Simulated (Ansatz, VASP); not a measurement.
Cd: VASP beside Ansatz

```
Cd
1.0
     4.64797    0.00000    0.00000
     0.00000    4.64797    0.00000
     0.00000    0.00000    4.64797
Cd
4
Direct
  0.03000 0.03000 0.03000
  0.47000 0.97000 0.53000
  0.53000 0.47000 0.97000
  0.97000 0.53000 0.47000
```

Alike in both runs: task single point; functional PBE; k mesh 4 × 4 × 4; occupations gaussian, width 0.1 eV; no spin polarisation.

```csv
,VASP,Ansatz
version,VASP 6.6.1,Ansatz 0.2.0
potentials or method,"VASP PAW PBE potentials, release 64 (Cd), cutoff 520 eV","scalar-relativistic, plane waves, PAW"
valence electrons in the cell,48,80
```

```tsv
	VASP	Ansatz	Ansatz less VASP
gap on the k mesh at the Fermi level (eV)	none	none	-
pressure (GPa)	-2.4	-2.5	-0.16
rms of the force components (eV/Å)	0.102	0.098	-0.0045
```

Atom by atom the forces differ by 0.004 eV/Å (rms over components). A gap of «none» marks a metal or a gap that the smearing closes. The functional is the same, so the differences come from potentials, cutoffs and numerics. VASP's potentials hold 48 valence electrons a cell and Ansatz's 80, so a difference there can come from the potentials and not from the codes.
